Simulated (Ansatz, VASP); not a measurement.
## AlGa3As4 in VASP and in Ansatz

```
Al Ga As
1.0
     3.89199    0.00000    0.00000
     0.00000    3.89199    0.00000
     0.00000    0.00000   11.00822
Al Ga As
1 3 4
Direct
  0.50000 0.50000 0.50000
  0.00000 0.00000 0.75000
  0.50000 0.50000 0.00000
  0.00000 0.00000 0.25000
  0.50000 0.00000 0.87500
  0.00000 0.50000 0.12500
  0.50000 0.00000 0.37500
  0.00000 0.50000 0.62500
```

Alike in both runs: task relaxation of cell and atoms; functional PBE; k mesh 4 × 4 × 2; occupations gaussian, width 0.1 eV; no spin polarisation.

|  | VASP | Ansatz |
| --- | --- | --- |
| version | VASP 6.6.1 | Ansatz 0.2.0 |
| potentials or method | VASP PAW PBE potentials, release 64 (Al, Ga_d, As), cutoff 600 eV | scalar-relativistic, plane waves, PAW |
| valence electrons in the cell | 62 | 102 |

```tsv
	VASP	Ansatz	Ansatz less VASP
gap on the k mesh at the Fermi level, each at its own relaxed structure (eV)	0.49	0.52	+0.035
relaxed volume (Å³/atom)	23.67	23.54	-0.125
relaxed cell length with the largest relative difference (Å)	4.081	4.074	-0.0076
```

VASP's potentials hold 62 valence electrons a cell and Ansatz's 102, so a difference there can come from the potentials and not from the codes.
